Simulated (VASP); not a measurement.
A run of VASP 6.6.1:

Contents of INCAR:

```
SYSTEM = Al
ALGO = Fast
EDIFF = 1E-6
ENCUT = 520
GGA = PE
ISIF = 2
ISMEAR = 0
IVDW = 12
LASPH = .TRUE.
LCHARG = .FALSE.
LREAL = .FALSE.
LWAVE = .FALSE.
NBANDS = 8
NELM = 100
PREC = Accurate
SIGMA = 0.15
```

Contents of KPOINTS:

```
k-points
0
G
  22 22 22
  0 0 0
```

The input POSCAR:

```
Al
1.0
    0.0000000000      1.9053034874      2.0582993574
    1.9053034874      0.0000000000      2.0582993574
    1.9053034874      1.9053034874      0.0000000000
Al
1
Direct
    0.0000000000      0.0000000000      0.0000000000
```

Potentials or basis: VASP PAW PBE potentials, release 64 (Al).

Run with:

```sh
$ cat potpaw_PBE.64/Al/POTCAR > POTCAR
$ mpirun -np 1 vasp_std > vasp.out
```

Hardware: 1 thread of Intel(R) Xeon(R) 6975P-C (Granite Rapids), on a shared host.

Estimate the wall time of this run.

It took 22 s on 1 thread of Intel(R) Xeon(R) 6975P-C (Granite Rapids), on a shared host, peak memory 0.21 GiB. Counts: scf iterations 10, k points 834.
